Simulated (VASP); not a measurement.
# Ti (P6_3/mmc) in VASP: a series of runs

Runs on Ti. Level: PBEsol. Tasks: single point.

Program: VASP 6.6.1. These are calculated values, not measurements. Logs are shortened: lines on timing, memory, paths and dates and some standing lists are left out, and cuts for length are marked.

## (1) The cell of the first run

It takes space group P6_3/mmc (No. 194, hexagonal). Conventional cell: a = 2.883 Å, b = 2.883 Å, c = 4.555 Å, α = 90.00°, β = 90.00°, γ = 120.00°. Ti (site symmetry -6m2) has 12 Ti at 2.82 to 2.88 Å within 3.7 Å.

## (2) Single point, PBEsol

File INCAR:

```
SYSTEM = Ti
PREC = Accurate ; ENCUT = 520
EDIFF = 1E-7 ; ISMEAR = 1
SIGMA = 0.05 ; LREAL = .FALSE.
LASPH = .TRUE. ; NELM = 100
ALGO = Normal ; ISIF = 2
LWAVE = .FALSE. ; LCHARG = .FALSE.
GGA = PS ; NBANDS = 19
```

File KPOINTS:

```
Automatic mesh
0
G
  16 16 9
  0 0 0
```

File POSCAR:

```
Ti
1.0
    2.8825298272      0.0000000000      0.0000000000
   -1.4412649136      2.4963440575      0.0000000000
    0.0000000000      0.0000000000      4.5546027087
Ti
2
Direct
    0.3333333333      0.6666666667      0.2500000000
    0.6666666667      0.3333333333      0.7500000000
```

Potentials or basis: VASP PAW PBE potentials, release 64 (Ti_sv).

Command:

```console
$ cat potpaw_PBE.64/Ti_sv/POTCAR > POTCAR
$ mpirun -np 1 vasp_std > vasp.out
```

OUTCAR:

```text
SYSTEM = Ti
   PREC = Accurate
   ENCUT = 520
   EDIFF = 1E-7
   ISMEAR = 1
   LREAL = .FALSE.
   LASPH = .TRUE.
   NELM = 100
   ISIF = 2
   GGA = PS

 ion  position               nearest neighbor table
   1  0.333  0.667  0.250-   2 2.82   2 2.82   2 2.82   2 2.82   2 2.82   2 2.82
   2  0.667  0.333  0.750-   1 2.82   1 2.82   1 2.82   1 2.82   1 2.82   1 2.82

  LATTYP: Found a hexagonal cell.
 ALAT       =     2.8825298272
 C/A-ratio  =     1.5800713199

  Lattice vectors:

 A1 = (   2.8825298272,   0.0000000000,   0.0000000000)
 A2 = (  -1.4412649136,   2.4963440575,   0.0000000000)
 A3 = (   0.0000000000,   0.0000000000,   4.5546027087)

Analysis of symmetry for initial positions (statically):
=====================================================================
 Subroutine PRICEL returns:
 Original cell was already a primitive cell.

 Routine SETGRP: Setting up the symmetry group for a
 hexagonal supercell.

 Subroutine GETGRP returns: Found 24 space group operations
 (whereof 12 operations were pure point group operations)
 out of a pool of 24 trial point group operations.

The static configuration has the point symmetry D_3d.
 The point group associated with its full space group is D_6h.

Analysis of symmetry for dynamics (positions and initial velocities):
=====================================================================
 Subroutine PRICEL returns:
 Original cell was already a primitive cell.

 Routine SETGRP: Setting up the symmetry group for a
 hexagonal supercell.

 Subroutine GETGRP returns: Found 24 space group operations
 (whereof 12 operations were pure point group operations)
 out of a pool of 24 trial point group operations.

The dynamic configuration has the point symmetry D_3d.
 The point group associated with its full space group is D_6h.

 Subroutine INISYM returns: Found 24 space group operations
 (whereof 12 operations are pure point group operations),
 and found     1 'primitive' translations

----------------------------------------------------------------------------------------

                                     Primitive cell

  volume of cell :      32.7739

  direct lattice vectors                    reciprocal lattice vectors
     2.882529827  0.000000000  0.000000000     0.346917486  0.200292904  0.000000000
    -1.441264914  2.496344057  0.000000000     0.000000000  0.400585807  0.000000000
     0.000000000  0.000000000  4.554602709     0.000000000  0.000000000  0.219558118

  length of vectors
     2.882529827  2.882529827  4.554602709     0.400585807  0.400585807  0.219558118

  position of ions in fractional coordinates (direct lattice)
     0.333333333  0.666666667  0.250000000
     0.666666667  0.333333333  0.750000000

  ion indices of the primitive-cell ions
   primitive index   ion index
                 1           1
                 2           2

----------------------------------------------------------------------------------------

 KPOINTS: Automatic mesh

Automatic generation of k-mesh.
 Grid dimensions read from file:
 generate k-points for:   16   16    9

 Generating k-lattice:

  Cartesian coordinates                     Fractional coordinates (reciprocal lattice)
     0.021682343  0.012518306  0.000000000     0.062500000  0.000000000  0.000000000
     0.000000000  0.025036613  0.000000000     0.000000000  0.062500000  0.000000000
     0.000000000  0.000000000  0.024395346     0.000000000  0.000000000  0.111111111

  Length of vectors
     0.025036613  0.025036613  0.024395346

  Shift w.r.t. Gamma in fractional coordinates (k-lattice)
     0.000000000  0.000000000  0.000000000

 Subroutine IBZKPT returns following result:
 ===========================================

 Found    150 irreducible k-points:

 Following reciprocal coordinates:
            Coordinates               Weight
  0.000000  0.000000  0.000000      1.000000
  0.062500  0.000000  0.000000      6.000000
  0.125000  0.000000  0.000000      6.000000
  0.187500  0.000000  0.000000      6.000000
  0.250000  0.000000  0.000000      6.000000
  0.312500  0.000000  0.000000      6.000000
[... 16 lines left out ...]
  0.187500  0.187500  0.000000      6.000000
  0.250000  0.187500  0.000000     12.000000
 [... further k-points ...]
   k-points           NKPTS =    150   k-points in BZ     NKDIM =    150   number of bands    NBANDS=     19
   number of dos      NEDOS =    301   number of ions     NIONS =      2
   total plane-waves  NPLWV =  20736
   dimension x,y,z NGX =    24 NGY =   24 NGZ =   36
   dimension x,y,z NGXF=    48 NGYF=   48 NGZF=   72
   ions per type =               2
   NGX,Y,Z   is equivalent  to a cutoff of  13.84, 13.84, 13.14 a.u.
   NGXF,Y,Z  is equivalent  to a cutoff of  27.68, 27.68, 26.28 a.u.
 SYSTEM =  Ti
   PREC   = accura    normal or accurate (medium, high low for compatibility)
   ISTART =      0    job   : 0-new  1-cont  2-samecut
   ICHARG =      2    charge: 1-file 2-atom 10-const
   ISPIN  =      1    spin polarized calculation?
   LNONCOLLINEAR =      F non collinear calculations
   LSORBIT =      F    spin-orbit coupling
   LASPH  =      T    aspherical Exc in radial PAW
   ENCUT  =  520.0 eV  38.22 Ry    6.18 a.u.   5.36  5.36  8.47*2*pi/ulx,y,z
   NELM   =    100;   NELMIN=  2; NELMDL= -5     # of ELM steps
   EDIFF  = 0.1E-06   stopping-criterion for ELM
   LREAL  =      F    real-space projection
   EDIFFG = 0.1E-05   stopping-criterion for IOM
   NSW    =      0    number of steps for IOM
   IBRION =     -1    ionic relax: 0-MD 1-quasi-New 2-CG
   NFREE  =      0    steps in history (QN), initial steepest desc. (CG)
   ISIF   =      2    stress and relaxation
   ISYM   =      2    0-nonsym 1-usesym 2-fastsym
   POTIM  = 0.5000    time-step for ionic-motion
   TEBEG  =    0.0;   TEEND  =   0.0 temperature during run
   PSTRESS=    0.0 pullay stress
   NELECT =      24.0000    total number of electrons
   NUPDOWN=      -1.0000    fix difference up-down
   EMIN   =  10.00;   EMAX   =-10.00  energy-range for DOS
   EFERMI =   0.00;   METHOD = LEGACY
   ISMEAR =     1;   SIGMA  =   0.05  broadening in eV -4-tet -1-fermi 0-gaus
   EFERMI_NEDOS =   21; number of points for ismear=-14 and -15
   IALGO  =     38    algorithm
   IMIX   =      4    mixing-type and parameters
     AMIX     =   0.40;   BMIX     =  1.00
     AMIX_MAG =   1.60;   BMIX_MAG =  1.00
  volume/ion in A,a.u.               =      16.39       110.58
  Fermi-wavevector in a.u.,A,eV,Ry     =   1.475601  2.788482 29.625310  2.177399
  Thomas-Fermi vector in A             =   2.590230
   LORBIT       =      0    0 simple, 1 ext, 2 COOP (PROOUT), +10 PAW based schemes
   GGA     = PS    functional components
   LHFCALC =     F    Hartree Fock is set to
   AEXX    =    0.0000 exact exchange contribution
   IVDW    =     0    specifies the selected vdW correction
   LEPSILON=     F    determine dielectric tensor
   LRPA    =     F    only Hartree local field effects (RPA)
 non-spin polarized calculation
 Methfessel and Paxton  Order N= 1 SIGMA  =   0.05
  energy-cutoff  :      520.00
  volume of cell :       32.77
 maximum number of plane-waves:       911
 NGX is ok and might be reduce to    24
   NGX = 11   NGY = 11   NGZ = 17

 number of electron      24.0000001 magnetization

 Free energy of the ion-electron system (eV)
  ---------------------------------------------------
  ext. energy  EPLUGINS =         0.00000000
  ---------------------------------------------------
  free energy    TOTEN  =       -16.67590399 eV

  energy without entropy =      -16.67571216  energy(sigma->0) =      -16.67584005

 E-fermi :   8.8415     XC(G=0): -11.9164

 val. band max:        8.8326831428   @ k =   0.1250   0.0000   0.1111
 cond. band min:       8.8443702703   @ k =   0.0625   0.0625   0.4444
 fundamental gap:      0.0116871275
 Fermi energy:         8.8415049145

 k-point     1 :       0.0000    0.0000    0.0000
  band No.  band energies     occupation
      1     -47.7005      2.00000
      2     -47.5226      2.00000
      3     -24.4691      2.00000
      4     -23.6868      2.00000
      5     -23.6868      2.00000
      6     -23.5992      2.00000
[... 11 lines left out ...]
     18      10.5422      0.00000
     19      12.2207      0.00000

 k-point     2 :       0.0625    0.0000    0.0000
  band No.  band energies     occupation
      1     -47.6956      2.00000
      2     -47.5206      2.00000
      3     -24.4586      2.00000
      4     -23.7084      2.00000
      5     -23.6941      2.00000
      6     -23.6037      2.00000
[... 11 lines left out ...]
     18      10.4742      0.00000
     19      12.2584      0.00000

 k-point     3 :       0.1250    0.0000    0.0000
  band No.  band energies     occupation
      1     -47.6813      2.00000
      2     -47.5153      2.00000
      3     -24.4278      2.00000
      4     -23.7702      2.00000
      5     -23.7143      2.00000
      6     -23.6498      2.00000
[... 11 lines left out ...]
     18      10.4783      0.00000
     19      12.3491      0.00000

 k-point     4 :       0.1875    0.0000    0.0000
  band No.  band energies     occupation
      1     -47.6593      2.00000
      2     -47.5077      2.00000
      3     -24.3792      2.00000
      4     -23.8633      2.00000
      5     -23.7437      2.00000
      6     -23.7424      2.00000
[... 407 lines left out ...]
     18      12.5801      0.00000
     19      13.8109      0.00000

 k-point    23 :       0.1875    0.1875    0.0000
  band No.  band energies     occupation
      1     -47.5968      2.00000
      2     -47.4922      2.00000
      3     -24.2292      2.00000
      4     -24.0261      2.00000
      5     -24.0180      2.00000
      6     -23.8027      2.00000
[... 11 lines left out ...]
     18      12.2187      0.00000
     19      12.4971      0.00000

 k-point    24 :       0.2500    0.1875    0.0000
  band No.  band energies     occupation
      1     -47.5717      2.00000
      2     -47.4898      2.00000
      3     -24.1616      2.00000
      4     -24.1101      2.00000
      5     -24.0504      2.00000
      6     -23.8549      2.00000
[... 11 lines left out ...]
     18      12.4955      0.00000
     19      12.8248      0.00000

 [... further k-points ...]

------------------------ aborting loop because EDIFF is reached ----------------------------------------

  FORCE on cell =-STRESS in cart. coord.  units (eV):
  Direction    XX          YY          ZZ          XY          YZ          ZX
  --------------------------------------------------------------------------------------
  -------------------------------------------------------------------------------------
  Total        0.4408531      0.4408531      0.4417982      0.0000000      0.0000000      0.0000000
  in kB       21.5514141     21.5514141     21.5976157      0.0000000      0.0000000      0.0000000
  external PRESSURE =      21.5668146 kB  Pullay stress =       0.0000000 kB

 VOLUME and BASIS-vectors are now :
 -----------------------------------------------------------------------------
  energy-cutoff  :      520.00
  volume of cell :       32.77
      direct lattice vectors                 reciprocal lattice vectors
     2.882529827  0.000000000  0.000000000     0.346917486  0.200292904  0.000000000
    -1.441264914  2.496344057  0.000000000     0.000000000  0.400585807  0.000000000
     0.000000000  0.000000000  4.554602709     0.000000000  0.000000000  0.219558118

 POSITION                                       TOTAL-FORCE (eV/Angst)
 -----------------------------------------------------------------------------------
     -0.00000      1.66423      1.13865        -0.000000      0.000000      0.000000
      1.44126      0.83211      3.41595         0.000000      0.000000      0.000000
 -----------------------------------------------------------------------------------
    total drift:                               -0.000000      0.000000     -0.000000

  FREE ENERGIE OF THE ION-ELECTRON SYSTEM (eV)
  ---------------------------------------------------
  free  energy   TOTEN  =       -16.6759039894 eV

  energy  without entropy=      -16.6757121612  energy(sigma->0) =      -16.67584005
```

Run time: 2.5 min. Hardware: 1 thread of Intel Xeon 8259CL, shared host; peak memory 0.21 GiB.

What came out:

```
Free energy            : -16.6759 eV
Pressure               : 2.2 GPa
Band gap on the k mesh : zero (bands 12 and 13 overlap by 1.10 eV)
```

Levels at points of the mesh, in eV from the Fermi level:
```
           k point  band 8  band 9  band 10  band 11  band 12  band 13  band 14  band 15  band 16  band 17
(0.00, 0.00, 0.00)  -32.41   -6.35    -2.85     0.79     0.79     0.94     0.97     1.34     1.34     1.70
(0.50, 0.00, 0.00)  -32.49   -2.43    -2.35    -2.01    -0.57     0.46     0.68     1.27     3.59     3.85
```

Caveat: the PAW data sets were made with another functional, which shifts forces and pressure a little.

## (3) Single point, PBEsol

This run uses another cell than the first one, of 16.72 Å³/atom.

File INCAR:

```
PREC = Accurate ; ENCUT = 520
EDIFF = 1E-6 ; ISMEAR = 1
SIGMA = 0.05 ; LREAL = F
LASPH = T ; NELM = 60
ALGO = Normal ; ISIF = 2
LWAVE = F ; LCHARG = F
GGA = PS ; NBANDS = 19
```

File KPOINTS:

```
regular mesh
0
Gamma
  16 16 9
```

File POSCAR:

```
Ti
1.0
    2.9020069709      0.0000000000      0.0000000000
   -1.4510034854      2.5132117587      0.0000000000
    0.0000000000      0.0000000000      4.5853779849
Ti
2
Direct
    0.3333333333      0.6666666667      0.2500000000
    0.6666666667      0.3333333333      0.7500000000
```

Potentials or basis: VASP PAW PBE potentials, release 64 (Ti_sv).

Command:

```console
$ cat potpaw_PBE.64/Ti_sv/POTCAR > POTCAR
$ mpirun -np 1 vasp_std > vasp.out
```

Run time: 2.4 min. Hardware: 1 thread of Intel Xeon 8259CL, shared host; peak memory 0.21 GiB.

The run converged. Its results:

```
Free energy            : -16.6800 eV
Pressure               : -0.3 GPa
Band gap on the k mesh : zero (bands 12 and 13 overlap by 1.09 eV)
```

Levels at points of the mesh, in eV from the Fermi level:
| k point | band 10 | band 11 | band 12 | band 13 | band 14 | band 15 |
| --- | --- | --- | --- | --- | --- | --- |
| (0.00, 0.00, 0.00) | -2.80 | 0.78 | 0.78 | 0.90 | 0.92 | 1.31 |
| (0.50, 0.00, 0.00) | -2.29 | -1.96 | -0.60 | 0.45 | 0.66 | 1.23 |

Caveat: the PAW data sets were made with another functional, which shifts forces and pressure a little.

The gap in the log of VASP goes by the Fermi energy; the results here count the filled bands.